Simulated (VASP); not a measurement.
Set up this calculation in VASP 6.6.1, as the native input.

* Task: single point
* Functional: PBE
* Potentials or basis: VASP PAW PBE potentials, release 64 (Ba_sv, Te)
* Cutoff: 520 eV
* k mesh: 4 × 4 × 4
* Occupations: gaussian, width 0.01 eV
* Spin: no spin polarisation
* Dipole correction: no
* Further INCAR settings: ALGO = Normal; EDIFF = 1e-06; NBANDS = 15

The structure of BaTe lies in POSCAR:

```
BaTe
1.0
    0.0000000000      3.9141586662      3.9141586662
    3.9141586662      0.0000000000      3.9141586662
    3.9141586662      3.9141586662      0.0000000000
Ba Te
1 1
Direct
    0.0000000000      0.0000000000      0.0000000000
    0.2500000000      0.2500000000      0.2500000000
```

One way to write it, as run:

INCAR

```
SYSTEM = BaTe
ALGO = Normal
EDIFF = 1E-6
ENCUT = 520
GGA = PE
ISIF = 2
ISMEAR = 0
LASPH = .True.
LCHARG = .False.
LREAL = .False.
LWAVE = .False.
NBANDS = 15
NELM = 60
PREC = Accurate
SIGMA = 0.01
```

KPOINTS

```
k-points
0
Gamma
  4 4 4
  0 0 0
```

Potentials or basis: VASP PAW PBE potentials, release 64 (Ba_sv, Te).

Command:

```bash
$ cat potpaw_PBE.64/Ba_sv/POTCAR potpaw_PBE.64/Te/POTCAR > POTCAR
$ mpirun -np 1 vasp_std > vasp.out
```

Results of the run:

| Property | Result |
| --- | --- |
| Pressure | 0.2 GPa |
| Band gap on the k mesh | 2.58 eV (least direct gap 2.92 eV) |

Caveat: the structure was generated, so it needn't be the stable form of BaTe; spin-orbit coupling is left out, which moves the levels of the heavy elements.

It took 20 s on 1 thread of AMD EPYC 7R13 Processor (Zen 3) (shared host), peak memory 0.21 GiB.
